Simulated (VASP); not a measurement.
A run of VASP 6.6.1:

Contents of POSCAR:

```
CaO
1.0
    0.0000000000      2.4153651321      2.4153651321
    2.4153651321      0.0000000000      2.4153651321
    2.4153651321      2.4153651321      0.0000000000
Ca O
1 1
Direct
    0.0000000000      0.0000000000      0.0000000000
    0.5000000000      0.5000000000      0.5000000000
```

File INCAR.step1:

```
SYSTEM = CaO
ALGO = Normal ; EDIFF = 1E-8
ENCUT = 500 ; GGA = PE
ISMEAR = 0 ; LASPH = .True.
LCHARG = .False. ; LREAL = .False.
LWAVE = .True. ; NELM = 60
PREC = Accurate ; SIGMA = 0.01
```

Contents of INCAR.step2:

```
SYSTEM = CaO
ALGO = Exact ; EDIFF = 1E-8
ENCUT = 500 ; GGA = PE
ISMEAR = 0 ; ISTART = 1
LASPH = .True. ; LCHARG = .False.
LOPTICS = .True. ; LREAL = .False.
LWAVE = .True. ; NBANDS = 125
NELM = 1 ; PREC = Accurate
SIGMA = 0.01
```

File INCAR.step3:

```
SYSTEM = CaO
ALGO = EVGW0 ; EDIFF = 1E-8
ENCUT = 500 ; ENCUTGW = 150.0
GGA = PE ; ISMEAR = 0
ISTART = 1 ; LASPH = .True.
LCHARG = .False. ; LREAL = .False.
LWAVE = .False. ; NBANDS = 125
NBANDSGW = 16 ; NELMGW = 1
NOMEGA = 96 ; OMEGAMAX = 20
PREC = Accurate ; PRECFOCK = Fast
SIGMA = 0.01
```

The input KPOINTS:

```
k-points
0
Gamma
  6 6 6
  0 0 0
```

Potentials or basis: VASP PAW PBE potentials, release 64 (Ca_sv_GW, O_GW).

Run with:

```sh
$ cat potpaw_PBE.64/Ca_sv_GW/POTCAR potpaw_PBE.64/O_GW/POTCAR > POTCAR
$ cp INCAR.step1 INCAR
$ mpirun -np 1 vasp_std > vasp.out
$ cp INCAR.step2 INCAR
$ mpirun -np 1 vasp_std > vasp.out
$ cp INCAR.step3 INCAR
$ mpirun -np 1 vasp_std > vasp.out
```

Hardware: 1 thread of Intel(R) Xeon(R) 6975P-C (Granite Rapids), on a shared host.

Task: How long does it take, and how much memory?

Result: Run time: 4.9 min on 1 thread of Intel(R) Xeon(R) 6975P-C (Granite Rapids) (shared host), peak memory 0.61 GiB. Counts: k points 16.
